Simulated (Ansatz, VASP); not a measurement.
## InP: VASP beside Ansatz

INCAR

```
ALGO     = Normal         # electronic algorithm
EDIFF    = 1E-7           # SCF threshold, eV
ENCUT    = 520            # plane-wave cutoff, eV
GGA      = PE             # functional
ISIF     = 2              # what is computed and relaxed
ISMEAR   = 0              # smearing method
LASPH    = T              # aspherical terms in the spheres
LCHARG   = T              # write CHGCAR
LELF     = T              # ELF
LREAL    = F              # projectors in reciprocal space
LVHAR    = T            
LWAVE    = F              # write WAVECAR
NBANDS   = 16             # bands
NELM     = 80             # most SCF steps
PREC     = Accurate       # precision mode
SIGMA    = 0.15           # smearing width, eV
```

The input KPOINTS:

```
k-points
0
Gamma
  18 18 18
```

Contents of POSCAR:

```
InP
1.0
    0.0000000000      2.6870556022      2.6870556022
    2.6870556022      0.0000000000      2.6870556022
    2.6870556022      2.6870556022      0.0000000000
In P
1 1
Direct
    0.0000000000      0.0000000000      0.0000000000
    0.5000000000      0.5000000000      0.5000000000
```

Input for Ansatz:

```yaml
crystal:
  lattice:
    - [0.0, 2.6870556022, 2.6870556022]
    - [2.6870556022, 0.0, 2.6870556022]
    - [2.6870556022, 2.6870556022, 0.0]
  atoms:
    - { symbol: In, position: [0.0, 0.0, 0.0] }
    - { symbol: P, position: [0.5, 0.5, 0.5] }
basis:
  ecutwfc: 420
kpoints:
  mp_grid: { grid: [18, 18, 18] }
hamiltonian:
  xc: pbe
scf:
  occupations: { method: gaussian, width: 0.15 }
output:
  forces: true
  stress: true
  eigenvalues: true
```

Change from the starting cell: strain -0.030 along x and y, -0.030 along z, atoms carried along.

Alike in both runs: task single point; functional PBE; k mesh 18 × 18 × 18; occupations gaussian, width 0.15 eV; no spin polarisation.

|  | VASP | Ansatz |
| --- | --- | --- |
| version | VASP 6.6.1 | Ansatz 0.2.0 |
| potentials or method | VASP PAW PBE potentials, release 64 (In_d, P), cutoff 520 eV | scalar-relativistic, plane waves, PAW |
| valence electrons in the cell | 18 | 18 |

|  | VASP | Ansatz | Ansatz less VASP |
| --- | --- | --- | --- |
| gap on the k mesh at the Fermi level (eV) | none | none | - |
| pressure (GPa) | 8.4 | 8.4 | +0.04 |

A gap of «none» marks a metal or a gap that the smearing closes.
